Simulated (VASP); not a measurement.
**AlCd2O: single point with PBE**

The system is AlCd2O.

```xyz
4
Lattice="2.3686 -3.4536 0.0000 2.3686 3.4536 0.0000 0.0000 0.0000 4.5778" Properties=species:S:1:pos:R:3 pbc="T T T"
Al    2.3686    0.0000    0.0000
Cd    2.3686   -1.3473    2.2889
Cd    2.3686    1.3473    2.2889
O     0.0000    0.0000    0.0000
```

- Program: VASP 6.6.1
- Task: single point
- Functional: PBE
- Potentials or basis: VASP PAW PBE potentials, release 64 (Al, Cd, O)
- Cutoff: 520 eV
- k mesh: 4 × 4 × 4
- Occupations: gaussian, width 0.1 eV
- Spin: no spin polarisation
- Dipole correction: no
- Further INCAR settings: ALGO = Normal; EDIFF = 1e-06; NBANDS = 24

The pressure is 7.9 GPa and the largest force is 0.646 eV/Å.

Forces in eV/Å, atoms in the order of the input:
```
Al   0.000  0.000  0.000
Cd   0.000 -0.646  0.000
Cd   0.000  0.646  0.000
O    0.000  0.000  0.000
```

Stress tensor (GPa, compression positive):
```
6.86 0.00 0.00
0.00 9.75 0.00
0.00 0.00 6.95
```

Levels at points of the mesh, in eV from the Fermi level:
```
           k point  band 14  band 15  band 16  band 17  band 18  band 19
(0.00, 0.00, 0.00)    -2.92    -1.65     0.63     0.89     2.10     2.31
(0.50, 0.00, 0.00)    -2.55    -1.84    -1.58     0.38     2.01     2.80
(0.50, 0.50, 0.00)    -3.86    -1.71    -0.60     0.97     1.83     2.03
(0.00, 0.00, 0.50)    -3.09    -1.58    -1.13     2.57     2.97     3.62
(0.50, 0.00, 0.50)    -4.02    -1.98    -0.34    -0.05     0.07     1.98
(0.50, 0.50, 0.50)    -3.33    -3.28    -2.74    -1.20     0.15     1.31
```

Wall time 17 s on 1 thread of Intel(R) Xeon(R) 6975P-C (Granite Rapids) (shared host), peak memory 0.19 GiB.

Caveat: the k points lie up to 0.40 Å⁻¹ apart; an odd number of electrons without spin polarisation forces a metal; a magnetic or distorted state may lie lower.
